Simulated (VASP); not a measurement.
# MgO: relaxation of cell and atoms with PBE

The system is MgO.

```
Mg O
1.0
     0.00000    2.09700    2.09700
     2.09700    0.00000    2.09700
     2.09700    2.09700    0.00000
Mg O
1 1
Direct
  0.00000 0.00000 0.00000
  0.50000 0.50000 0.50000
```

| Item | Value |
| --- | --- |
| Program | VASP 6.6.1 |
| Task | relaxation of cell and atoms |
| Functional | PBE |
| Potentials or basis | VASP PAW PBE potentials, release 64 (Mg, O) |
| Cutoff | 600 eV |
| k mesh | 8 × 8 × 8 |
| Occupations | gaussian, width 0.1 eV |
| Spin | no spin polarisation |
| Dipole correction | no |
| Further INCAR settings | ALGO = Normal; EDIFF = 1e-07; IBRION = 2; EDIFFG = -0.04; NSW = 90; ISIF = 3 |

| Quantity | Value |
| --- | --- |
| Relaxed volume | 9.56 Å³/atom |
| Relaxed cell | a = 3.002 Å, b = 3.002 Å, c = 3.002 Å, α = 60.00°, β = 60.00°, γ = 60.00° |
| Space group after relaxing (to 0.05 Å) | Fm-3m (No. 225) |
| Energy gained by relaxing | 6.1 meV/atom |
| Ionic steps | 3 |
| Pressure after relaxing | 0.0 GPa |
| Band gap on the k mesh | 4.50 eV, direct |

The path:
| step | energy change (eV) | largest force (eV/Å) | pressure (GPa) | volume (Å³) |
| --- | --- | --- | --- | --- |
| 1 | 0.0000 | 0.0000 | 5.93 | 18.44 |
| 2 | -0.0108 | 0.0000 | -1.87 | 19.37 |
| 3 | -0.0122 | 0.0000 | 0.01 | 19.12 |

Final structure:
```
Mg O
1.0
     0.00000    2.12251    2.12251
     2.12251    0.00000    2.12251
     2.12251    2.12251    0.00000
Mg O
1 1
Direct
  0.00000 0.00000 0.00000
  0.50000 0.50000 0.50000
```

Levels at points of the mesh, in eV from the valence-band top:
```csv
k point,band 2,band 3,band 4,band 5,band 6,band 7
"(0.00, 0.00, 0.00)",0.00,0.00,0.00,4.50,15.67,15.67
"(0.50, 0.00, 0.00)",-4.51,-0.63,-0.63,7.75,12.34,16.07
"(0.50, 0.50, 0.00)",-3.99,-1.32,-1.32,9.09,9.72,12.85
```

Wall time 12 s on 1 thread of Intel(R) Xeon(R) Platinum 8259CL CPU @ 2.50GHz (Skylake/Cascade Lake) (shared host), peak memory 0.14 GiB.

Expect the measured gap to be larger: semilocal functionals such as PBE lack the derivative discontinuity.
